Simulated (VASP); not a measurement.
CdSe: single point with PBE

The system is CdSe.

```
Cd Se
1.0
     0.00000    3.07027    3.07027
     3.07027    0.00000    3.07027
     3.07027    3.07027    0.00000
Cd Se
1 1
Direct
  0.00000 0.00000 0.00000
  0.25000 0.25000 0.25000
```

```
Program             : VASP 6.6.1
Task                : single point
Functional          : PBE
Potentials or basis : VASP PAW PBE potentials, release 64 (Cd, Se)
Cutoff              : 520 eV
k mesh              : 8 × 8 × 8
Occupations         : fermi-dirac, width 0.03 eV
Spin                : no spin polarisation
```

```json
{
  "Pressure": "1.6 GPa",
  "Band gap on the k mesh": "0.55 eV, direct"
}
```

Levels at points of the mesh, in eV from the valence-band top:
| k point | band 7 | band 8 | band 9 | band 10 | band 11 | band 12 |
| --- | --- | --- | --- | --- | --- | --- |
| (0.00, 0.00, 0.00) | 0.00 | 0.00 | 0.00 | 0.55 | 5.93 | 5.93 |
| (0.50, 0.00, 0.00) | -4.22 | -0.71 | -0.71 | 2.36 | 6.44 | 6.44 |
| (0.50, 0.50, 0.00) | -3.95 | -1.76 | -1.76 | 3.19 | 3.73 | 8.98 |

It took 14 s on 1 thread of AMD EPYC 9R45 96-Core Processor (Zen 5) (shared host), peak memory 0.16 GiB.

Expect the measured gap to be larger: semilocal functionals such as PBE lack the derivative discontinuity.
